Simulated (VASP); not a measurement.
# CsNdBr4 (F-43m) in VASP: notebook, part 2 of 2

VASP 6.6.1.

## 3. Relaxation of cell and atoms, PBE

This run uses another cell than the first one, of 68.76 Å³/atom.

Input file INCAR:

```
ALGO = Normal
EDIFF = 1E-7
EDIFFG = -0.01
ENCUT = 600
GGA = PE
GGA_COMPAT = False
IBRION = 2
ISIF = 3
ISMEAR = 0
LASPH = True
LCHARG = False
LMAXMIX = 6
LREAL = False
LWAVE = False
NELM = 200
NELMIN = 4
NSW = 100
PREC = Accurate
SIGMA = 0.02
```

Input file KPOINTS:

```
k-points
0
Gamma
  4 4 4
```

Input file POSCAR:

```
CsNdBr4
1.0
    0.0000000000      5.9085270293      5.9085270293
    5.9085270293      0.0000000000      5.9085270293
    5.9085270293      5.9085270293      0.0000000000
Cs Nd Br
1 1 4
Direct
    0.7500000000      0.7500000000      0.7500000000
    0.2500000000      0.2500000000      0.2500000000
    0.1162321536      0.6513035392      0.1162321536
    0.1162321536      0.1162321536      0.1162321536
    0.6513035392      0.1162321536      0.1162321536
    0.1162321536      0.1162321536      0.6513035392
```

Potentials or basis: VASP PAW PBE potentials, release 64 (Cs_sv, Nd, Br).

On the command line:

```bash
cat potpaw_PBE.64/Cs_sv/POTCAR potpaw_PBE.64/Nd/POTCAR potpaw_PBE.64/Br/POTCAR > POTCAR
mpirun -np 1 vasp_std > vasp.out
```

OUTCAR:

```text
EDIFF = 1E-7
   EDIFFG = -0.01
   ENCUT = 600
   GGA = PE
   IBRION = 2
   ISIF = 3
   ISMEAR = 0
   LASPH = True
   LREAL = False
   NELM = 200
   NELMIN = 4
   NSW = 100
   PREC = Accurate

 ion  position               nearest neighbor table
   1  0.750  0.750  0.750-
   2  0.250  0.250  0.250-   4 2.74   3 2.74   5 2.74   6 2.74
   3  0.116  0.651  0.116-   2 2.74
   4  0.116  0.116  0.116-   2 2.74
   5  0.651  0.116  0.116-   2 2.74
   6  0.116  0.116  0.651-   2 2.74

  LATTYP: Found a face centered cubic cell.
 ALAT       =    11.8170540586

  Lattice vectors:

 A1 = (   0.0000000000,   5.9085270293,   5.9085270293)
 A2 = (   5.9085270293,   0.0000000000,   5.9085270293)
 A3 = (   5.9085270293,   5.9085270293,   0.0000000000)

Analysis of symmetry for initial positions (statically):
=====================================================================
 Subroutine PRICEL returns:
 Original cell was already a primitive cell.

 Routine SETGRP: Setting up the symmetry group for a
 face centered cubic supercell.

 Subroutine GETGRP returns: Found 24 space group operations
 (whereof 24 operations were pure point group operations)
 out of a pool of 48 trial point group operations.

[... 144 lines left out ...]

--------------------------------------- Ionic step        1  -------------------------------------------

 number of electron      51.0000000 magnetization

 Free energy of the ion-electron system (eV)
  ---------------------------------------------------
  ext. energy  EPLUGINS =         0.00000000
  ---------------------------------------------------
  free energy    TOTEN  =       -21.64472451 eV

  energy without entropy =      -21.60667395  energy(sigma->0) =      -21.62569923

------------------------ aborting loop because EDIFF is reached ----------------------------------------

  FORCE on cell =-STRESS in cart. coord.  units (eV):
  Direction    XX          YY          ZZ          XY          YZ          ZX
  --------------------------------------------------------------------------------------
  -------------------------------------------------------------------------------------
  Total       -0.5758612     -0.5758612     -0.5758612      0.0000000      0.0000000      0.0000000
  in kB       -2.2364580     -2.2364580     -2.2364580      0.0000000      0.0000000      0.0000000
  external PRESSURE =      -2.2364580 kB  Pullay stress =       0.0000000 kB
[... 67 lines left out ...]
--------------------------------------- Ionic step        3  -------------------------------------------

 number of electron      51.0000003 magnetization

 Free energy of the ion-electron system (eV)
  ---------------------------------------------------
  ext. energy  EPLUGINS =         0.00000000
  ---------------------------------------------------
  free energy    TOTEN  =       -21.65051700 eV

  energy without entropy =      -21.61263606  energy(sigma->0) =      -21.63157653

 E-fermi :  -0.9192     XC(G=0):  -5.4343

 val. band max:       -0.9226824126   @ k =   0.5000   0.5000   0.0000
 cond. band min:      -0.9182885097   @ k =  -0.2500   0.5000   0.2500
 fundamental gap:      0.0043939029
 Fermi energy:        -0.9191802460

 k-point     1 :       0.0000    0.0000    0.0000
  band No.  band energies     occupation
      1     -37.9742      2.00000
      2     -23.7674      2.00000
      3     -19.4512      2.00000
      4     -19.4512      2.00000
      5     -19.4512      2.00000
      6     -15.4047      2.00000
[... 286 lines left out ...]
  FREE ENERGIE OF THE ION-ELECTRON SYSTEM (eV)
  ---------------------------------------------------
  free  energy   TOTEN  =       -21.6505169969 eV

  energy  without entropy=      -21.6126360615  energy(sigma->0) =      -21.63157653

 reached required accuracy - stopping structural energy minimisation
```

CONTCAR:

```text
CsNdBr4
   1.00000000000000
     0.0000000000000000    5.8825857030833557    5.8825857030833557
     5.8825857030833557   -0.0000000000000000    5.8825857030833557
     5.8825857030833557    5.8825857030833557    0.0000000000000000
  Cs              Nd              Br
     1     1     4
Direct
     0.7500000000000000    0.7500000000000000    0.7500000000000000
     0.2500000000000000    0.2500000000000000    0.2500000000000000
     0.1165586103605511    0.6503241689183540    0.1165586103605511
     0.1165586103605511    0.1165586103605511    0.1165586103605511
     0.6503241689183540    0.1165586103605511    0.1165586103605511
     0.1165586103605511    0.1165586103605511    0.6503241689183540

  0.00000000E+00  0.00000000E+00  0.00000000E+00
  0.00000000E+00  0.00000000E+00  0.00000000E+00
  0.00000000E+00  0.00000000E+00  0.00000000E+00
  0.00000000E+00  0.00000000E+00  0.00000000E+00
  0.00000000E+00  0.00000000E+00  0.00000000E+00
  0.00000000E+00  0.00000000E+00  0.00000000E+00
```

Wall time 11 min (1 thread of AMD EPYC 9R45 (Zen 5), shared host); peak memory 0.84 GiB.

Results:

```
Free energy                           : -21.6505 eV
Relaxed volume                        : 67.86 Å³/atom
Relaxed cell                          : a = 8.319 Å, b = 8.319 Å, c = 8.319 Å, α = 60.00°, β = 60.00°, γ = 60.00°
Space group after relaxing (to 0.1 Å) : F-43m (No. 216)
Energy gained by relaxing             : 1.0 meV/atom
Ionic steps                           : 3
Pressure after relaxing               : 0.0 GPa
Largest force after relaxing          : 0.005 eV/Å
Band gap on the k mesh                : zero (an odd number of electrons rules out a gap without spin polarisation)
```

Forces in eV/Å, atoms in the order of the input:
```
Cs   0.000  0.000  0.000
Nd   0.000  0.000  0.000
Br   0.003 -0.003  0.003
Br  -0.003 -0.003 -0.003
Br  -0.003  0.003  0.003
Br   0.003  0.003 -0.003
```

The path:
```
step  energy change (eV)  largest force (eV/Å)  pressure (GPa)  volume (Å³)
   1              0.0000                0.1461           -0.22       412.54
   2             -0.0058                0.0129            0.01       406.84
   3             -0.0058                0.0048           -0.01       407.13
```

Final structure:
```
Cs Nd Br
1.0
     0.00000    5.88259    5.88259
     5.88259    0.00000    5.88259
     5.88259    5.88259    0.00000
Cs Nd Br
1 1 4
Direct
  0.75000 0.75000 0.75000
  0.25000 0.25000 0.25000
  0.11656 0.65032 0.11656
  0.11656 0.11656 0.11656
  0.65032 0.11656 0.11656
  0.11656 0.11656 0.65032
```

Caveat: spin-orbit coupling is left out, which moves the levels of the heavy elements; an odd number of electrons without spin polarisation forces a metal; a magnetic or distorted state may lie lower; the run has no spin polarisation, though such a crystal can be magnetic; semilocal functionals describe open f shells poorly, which spoils levels, moments and volumes.
